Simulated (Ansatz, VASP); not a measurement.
# Two plane-wave programs on Ge5Sb

```xyz
6
Lattice="5.9156 0.0000 0.0000 0.0000 5.9156 0.0000 0.0000 0.0000 5.9156" Properties=species:S:1:pos:R:3 pbc="T T T"
Ge    4.3743    4.3743    4.3743
Ge    1.5413    1.5413    4.3743
Ge    1.5413    4.3743    1.5413
Ge    4.3743    1.5413    1.5413
Ge    2.9578    2.9578    2.9578
Sb    0.0000    0.0000    0.0000
```

Alike in both runs: task relaxation of cell and atoms; functional PBE; k mesh 6 × 6 × 6; occupations gaussian, width 0.1 eV; no spin polarisation.

```csv
,VASP,Ansatz
version,VASP 6.6.1,Ansatz 0.2.0
potentials or method,"VASP PAW PBE potentials, release 64 (Ge_d, Sb), cutoff 600 eV","scalar-relativistic, plane waves, PAW"
valence electrons in the cell,75,85
```

|  | VASP | Ansatz | Ansatz less VASP |
| --- | --- | --- | --- |
| gap on the k mesh at the Fermi level, each at its own relaxed structure (eV) | none | none | - |
| relaxed volume (Å³/atom) | 34.39 | 34.39 | -0.003 |
| relaxed length of the cell vector where the two differ most in proportion (Å) | 5.909 | 5.909 | -0.0002 |

A gap of «none» marks a metal or a gap that the smearing closes. VASP's potentials hold 75 valence electrons a cell and Ansatz's 85, so a difference there can come from the potentials and not from the codes.

Spin-orbit coupling is off throughout.
